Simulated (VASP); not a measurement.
# In (P6/mmm) in VASP: single point with PBE

Aim: the single point of In with PBE.

All numbers are computed with VASP 6.6.1; they aren't measurements. Logs are shortened: lines on timing, memory, paths and dates and some standing lists are left out, and cuts for length are marked.

## (1) The cell of the first run

It takes space group P6/mmm (No. 191, hexagonal). The conventional cell has a = 9.758 Å, b = 9.758 Å, c = 3.203 Å, α = 90.00°, β = 90.00°, γ = 120.00°. Within 3.9 Å of In (site symmetry mm2) lie 6 In at 2.97 to 3.20 Å. Within 4.1 Å of In (site symmetry -6m2) lie 8 In at 3.11 to 3.20 Å.

## (2) Single point, PBE

INCAR reads:

```
PREC = Accurate
ENCUT = 520
EDIFF = 1E-7
ISMEAR = 0
SIGMA = 0.1
LREAL = F
LASPH = T
NELM = 80
ALGO = Fast
ISIF = 2
LWAVE = F
LCHARG = F
GGA = PE
NBANDS = 62
```

KPOINTS reads:

```
regular mesh
0
Gamma
  6 6 12
```

POSCAR reads:

```
In
1.0
    9.7583381265      0.0000000000      0.0000000000
   -4.8791690633      8.4509687163      0.0000000000
    0.0000000000      0.0000000000      3.2028205986
In
8
Direct
    0.8245571786      0.1754428214      0.5000000000
    0.8245571786      0.6491143571      0.5000000000
    0.3508856429      0.1754428214      0.5000000000
    0.1754428214      0.8245571786      0.5000000000
    0.1754428214      0.3508856429      0.5000000000
    0.6491143571      0.8245571786      0.5000000000
    0.3333333333      0.6666666667      0.0000000000
    0.6666666667      0.3333333333      0.0000000000
```

Potentials or basis: VASP PAW PBE potentials, release 64 (In_d).

Started as:

```bash
$ cat potpaw_PBE.64/In_d/POTCAR > POTCAR
$ mpirun -np 1 vasp_std > vasp.out
```

OUTCAR:

```text
PREC = Accurate
   ENCUT = 520
   EDIFF = 1E-7
   ISMEAR = 0
   LREAL = F
   LASPH = T
   NELM = 80
   ISIF = 2
   GGA = PE

 ion  position               nearest neighbor table
   1  0.825  0.175  0.500-   5 2.97   6 2.97   8 3.11   8 3.11
   2  0.825  0.649  0.500-   4 2.97   6 2.97   8 3.11   8 3.11
   3  0.351  0.175  0.500-   4 2.97   5 2.97   8 3.11   8 3.11
   4  0.175  0.825  0.500-   2 2.97   3 2.97   7 3.11   7 3.11
   5  0.175  0.351  0.500-   1 2.97   3 2.97   7 3.11   7 3.11
   6  0.649  0.825  0.500-   1 2.97   2 2.97   7 3.11   7 3.11
   7  0.333  0.667  0.000-   6 3.11   6 3.11   4 3.11   4 3.11   5 3.11   5 3.11
   8  0.667  0.333  0.000-   3 3.11   3 3.11   1 3.11   1 3.11   2 3.11   2 3.11

  LATTYP: Found a hexagonal cell.
 ALAT       =     9.7583381265
 C/A-ratio  =     0.3282137345

  Lattice vectors:

 A1 = (   9.7583381265,   0.0000000000,   0.0000000000)
 A2 = (  -4.8791690633,   8.4509687163,   0.0000000000)
 A3 = (   0.0000000000,   0.0000000000,   3.2028205986)

Analysis of symmetry for initial positions (statically):
=====================================================================
 Subroutine PRICEL returns:
 Original cell was already a primitive cell.

 Routine SETGRP: Setting up the symmetry group for a
 hexagonal supercell.

 Subroutine GETGRP returns: Found 24 space group operations
 (whereof 24 operations were pure point group operations)
 out of a pool of 24 trial point group operations.

The static configuration has the point symmetry D_6h.

Analysis of symmetry for dynamics (positions and initial velocities):
=====================================================================
 Subroutine PRICEL returns:
 Original cell was already a primitive cell.

 Routine SETGRP: Setting up the symmetry group for a
 hexagonal supercell.

 Subroutine GETGRP returns: Found 24 space group operations
 (whereof 24 operations were pure point group operations)
 out of a pool of 24 trial point group operations.

The dynamic configuration has the point symmetry D_6h.

 Subroutine INISYM returns: Found 24 space group operations
 (whereof 24 operations are pure point group operations),
 and found     1 'primitive' translations

----------------------------------------------------------------------------------------

                                     Primitive cell

  volume of cell :     264.1283

  direct lattice vectors                    reciprocal lattice vectors
     9.758338126  0.000000000  0.000000000     0.102476465  0.059164815  0.000000000
    -4.879169063  8.450968716  0.000000000     0.000000000  0.118329630  0.000000000
     0.000000000  0.000000000  3.202820599     0.000000000  0.000000000  0.312224793

  length of vectors
     9.758338126  9.758338127  3.202820599     0.118329630  0.118329630  0.312224793

  position of ions in fractional coordinates (direct lattice)
     0.824557179  0.175442821  0.500000000
     0.824557179  0.649114357  0.500000000
     0.350885643  0.175442821  0.500000000
     0.175442821  0.824557179  0.500000000
     0.175442821  0.350885643  0.500000000
     0.649114357  0.824557179  0.500000000
     0.333333333  0.666666667  0.000000000
     0.666666667  0.333333333  0.000000000

  ion indices of the primitive-cell ions
   primitive index   ion index
                 1           1
                 2           2
                 3           3
                 4           4
                 5           5
                 6           6
                 7           7
                 8           8

----------------------------------------------------------------------------------------

 KPOINTS: regular mesh

Automatic generation of k-mesh.
 Grid dimensions read from file:
 generate k-points for:    6    6   12

 Generating k-lattice:

  Cartesian coordinates                     Fractional coordinates (reciprocal lattice)
     0.017079411  0.009860802  0.000000000     0.166666667 -0.000000000  0.000000000
     0.000000000  0.019721605  0.000000000     0.000000000  0.166666667  0.000000000
     0.000000000  0.000000000  0.026018733     0.000000000  0.000000000  0.083333333

  Length of vectors
     0.019721605  0.019721605  0.026018733

  Shift w.r.t. Gamma in fractional coordinates (k-lattice)
     0.000000000  0.000000000  0.000000000

 Subroutine IBZKPT returns following result:
 ===========================================

 Found     49 irreducible k-points:

 Following reciprocal coordinates:
            Coordinates               Weight
  0.000000  0.000000  0.000000      1.000000
  0.166667 -0.000000  0.000000      6.000000
  0.333333  0.000000  0.000000      6.000000
  0.500000  0.000000  0.000000      3.000000
  0.166667  0.166667  0.000000      6.000000
  0.333333  0.166667  0.000000     12.000000
[... 16 lines left out ...]
  0.166667 -0.000000  0.250000     12.000000
  0.333333  0.000000  0.250000     12.000000
 [... further k-points ...]
   k-points           NKPTS =     49   k-points in BZ     NKDIM =     49   number of bands    NBANDS=     62
   number of dos      NEDOS =    301   number of ions     NIONS =      8
   total plane-waves  NPLWV = 153600
   dimension x,y,z NGX =    80 NGY =   80 NGZ =   24
   dimension x,y,z NGXF=   160 NGYF=  160 NGZF=   48
   ions per type =               8
   NGX,Y,Z   is equivalent  to a cutoff of  13.63, 13.63, 12.46 a.u.
   NGXF,Y,Z  is equivalent  to a cutoff of  27.26, 27.26, 24.91 a.u.
 SYSTEM =  unknown system
   PREC   = accura    normal or accurate (medium, high low for compatibility)
   ISTART =      0    job   : 0-new  1-cont  2-samecut
   ICHARG =      2    charge: 1-file 2-atom 10-const
   ISPIN  =      1    spin polarized calculation?
   LNONCOLLINEAR =      F non collinear calculations
   LSORBIT =      F    spin-orbit coupling
   LASPH  =      T    aspherical Exc in radial PAW
   ENCUT  =  520.0 eV  38.22 Ry    6.18 a.u.  18.14 18.14  5.96*2*pi/ulx,y,z
   NELM   =     80;   NELMIN=  2; NELMDL= -5     # of ELM steps
   EDIFF  = 0.1E-06   stopping-criterion for ELM
   LREAL  =      F    real-space projection
   EDIFFG = 0.1E-05   stopping-criterion for IOM
   NSW    =      0    number of steps for IOM
   IBRION =     -1    ionic relax: 0-MD 1-quasi-New 2-CG
   NFREE  =      0    steps in history (QN), initial steepest desc. (CG)
   ISIF   =      2    stress and relaxation
   ISYM   =      2    0-nonsym 1-usesym 2-fastsym
   POTIM  = 0.5000    time-step for ionic-motion
   TEBEG  =    0.0;   TEEND  =   0.0 temperature during run
   PSTRESS=    0.0 pullay stress
   NELECT =     104.0000    total number of electrons
   NUPDOWN=      -1.0000    fix difference up-down
   EMIN   =  10.00;   EMAX   =-10.00  energy-range for DOS
   EFERMI =   0.00;   METHOD = LEGACY
   ISMEAR =     0;   SIGMA  =   0.10  broadening in eV -4-tet -1-fermi 0-gaus
   EFERMI_NEDOS =   21; number of points for ismear=-14 and -15
   IALGO  =     68    algorithm
   IMIX   =      4    mixing-type and parameters
     AMIX     =   0.40;   BMIX     =  1.00
     AMIX_MAG =   1.60;   BMIX_MAG =  1.00
  volume/ion in A,a.u.               =      33.02       222.80
  Fermi-wavevector in a.u.,A,eV,Ry     =   1.199907  2.267496 19.589356  1.439777
  Thomas-Fermi vector in A             =   2.335757
   LORBIT       =      0    0 simple, 1 ext, 2 COOP (PROOUT), +10 PAW based schemes
   GGA     = PE    functional components
   LHFCALC =     F    Hartree Fock is set to
   AEXX    =    0.0000 exact exchange contribution
   IVDW    =     0    specifies the selected vdW correction
   LEPSILON=     F    determine dielectric tensor
   LRPA    =     F    only Hartree local field effects (RPA)
 non-spin polarized calculation
 RMM-DIIS sequential band-by-band and
 Gauss-broadening in eV      SIGMA  =   0.10
  energy-cutoff  :      520.00
  volume of cell :      264.13
 maximum number of plane-waves:      7164
 NGX is ok and might be reduce to    80
   NGX = 37   NGY = 37   NGZ = 11

 number of electron     104.0000049 magnetization

 Free energy of the ion-electron system (eV)
  ---------------------------------------------------
  ext. energy  EPLUGINS =         0.00000000
  ---------------------------------------------------
  free energy    TOTEN  =       -19.66838039 eV

  energy without entropy =      -19.64463648  energy(sigma->0) =      -19.65650844

 E-fermi :   5.0200     XC(G=0):  -8.9085

 val. band max:        5.0149579064   @ k =   0.1667  -0.0000   0.4167
 cond. band min:       5.0331950981   @ k =   0.0000   0.0000   0.3333
 fundamental gap:      0.0182371917
 Fermi energy:         5.0199597520

 k-point     1 :       0.0000    0.0000    0.0000
  band No.  band energies     occupation
      1      -9.8255      2.00000
      2      -9.7733      2.00000
      3      -9.7733      2.00000
      4      -9.7351      2.00000
      5      -9.7080      2.00000
      6      -9.7037      2.00000
[... 54 lines left out ...]
     61      12.0474      0.00000
     62      12.2912      0.00000

 k-point     2 :       0.1667   -0.0000    0.0000
  band No.  band energies     occupation
      1      -9.8232      2.00000
      2      -9.7804      2.00000
      3      -9.7717      2.00000
      4      -9.7471      2.00000
      5      -9.7084      2.00000
      6      -9.7000      2.00000
[... 54 lines left out ...]
     61      11.2308      0.00000
     62      11.4991      0.00000

 k-point     3 :       0.3333    0.0000    0.0000
  band No.  band energies     occupation
      1      -9.8175      2.00000
      2      -9.7917      2.00000
      3      -9.7683      2.00000
      4      -9.7627      2.00000
      5      -9.7174      2.00000
      6      -9.7076      2.00000
[... 1354 lines left out ...]
     61       8.7806      0.00000
     62       8.9387      0.00000

 k-point    24 :       0.3333    0.0000    0.2500
  band No.  band energies     occupation
      1      -9.7124      2.00000
      2      -9.7117      2.00000
      3      -9.6830      2.00000
      4      -9.6604      2.00000
      5      -9.6527      2.00000
      6      -9.6381      2.00000
[... 54 lines left out ...]
     61       8.8729      0.00000
     62       8.9121      0.00000

 [... further k-points ...]
[... 5 lines left out ...]
  --------------------------------------------------------------------------------------
  -------------------------------------------------------------------------------------
  Total       -0.0725503     -0.0725503     -0.0776157      0.0000000     -0.0000000      0.0000000
  in kB       -0.4400832     -0.4400832     -0.4708095      0.0000000     -0.0000000      0.0000000
  external PRESSURE =      -0.4503253 kB  Pullay stress =       0.0000000 kB

 VOLUME and BASIS-vectors are now :
 -----------------------------------------------------------------------------
  energy-cutoff  :      520.00
  volume of cell :      264.13
      direct lattice vectors                 reciprocal lattice vectors
     9.758338126  0.000000000  0.000000000     0.102476465  0.059164815  0.000000000
    -4.879169063  8.450968716  0.000000000     0.000000000  0.118329630  0.000000000
     0.000000000  0.000000000  3.202820599     0.000000000  0.000000000  0.312224793

 POSITION                                       TOTAL-FORCE (eV/Angst)
 -----------------------------------------------------------------------------------
      7.19029      1.48266      1.60141         0.000775     -0.000447     -0.000000
      4.87917      5.48565      1.60141        -0.000000      0.000895     -0.000000
      2.56805      1.48266      1.60141        -0.000775     -0.000447      0.000000
     -2.31112      6.96831      1.60141        -0.000775      0.000447     -0.000000
     -0.00000      2.96532      1.60141         0.000000     -0.000895     -0.000000
      2.31112      6.96831      1.60141         0.000775      0.000447      0.000000
     -0.00000      5.63398      0.00000         0.000000     -0.000000      0.000000
      4.87917      2.81699      0.00000         0.000000     -0.000000     -0.000000
 -----------------------------------------------------------------------------------
    total drift:                               -0.000000      0.000000     -0.000000

  FREE ENERGIE OF THE ION-ELECTRON SYSTEM (eV)
  ---------------------------------------------------
  free  energy   TOTEN  =       -19.6683803943 eV

  energy  without entropy=      -19.6446364833  energy(sigma->0) =      -19.65650844
```

It took 9.4 min on 1 thread of Intel Xeon 6975P-C (Granite Rapids), shared host; peak memory 0.73 GiB.

What came out:

```
Free energy            : -19.6684 eV
Pressure               : 0.0 GPa
Band gap on the k mesh : zero (band 52 reaches 5.74 eV, above the bottom of band 53 at 3.99 eV)
```

Caveat: spin-orbit coupling is left out, which moves the levels of the heavy elements.
